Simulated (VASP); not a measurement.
Al2InN3, 12 atoms in the cell. Symmetry: Cmc2_1, No. 36, orthorhombic system. Conventional cell: a = 9.834 Å, b = 5.655 Å, c = 5.039 Å, α = 90.00°, β = 90.00°, γ = 90.00°. Within 2.5 Å of Al (site symmetry 1) lie 4 N at 1.88 to 1.89 Å. In (site symmetry m) has 5 N at 2.16 to 2.86 Å within 2.9 Å. Within 2.5 Å of N (site symmetry 1) lie 3 Al at 1.88 Å and 1 In at 2.16 Å. Within 2.5 Å of N (site symmetry m) lie 2 Al at 1.89 Å and 2 In at 2.18 Å. 

| Property | Result |
| --- | --- |
| Program | VASP 6.6.1 |
| Task | single point |
| Functional | PBE |
| Potentials or basis | VASP PAW PBE potentials, release 64 (Al, In_d, N) |
| Cutoff | 520 eV |
| k mesh | 6 × 6 × 6 |
| Occupations | gaussian, width 0.02 eV |
| Spin | no spin polarisation |
| Dipole correction | no |
| Further INCAR settings | ALGO = Normal; EDIFF = 1e-07; NBANDS = 46 |

Potentials or basis: VASP PAW PBE potentials, release 64 (Al, In_d, N).

The run is started by

```sh
$ cat potpaw_PBE.64/Al/POTCAR potpaw_PBE.64/In_d/POTCAR potpaw_PBE.64/N/POTCAR > POTCAR
$ mpirun -np 1 vasp_std > vasp.out
```

Hardware: 1 thread of Oxide Virtual Turin-like Processor, on a shared host.

Problem. How long does it take, and how much memory?

Solution. Run time: 10 min on 1 thread of Oxide Virtual Turin-like Processor, on a shared host, peak memory 0.38 GiB. Counts: scf iterations 17, k points 52.
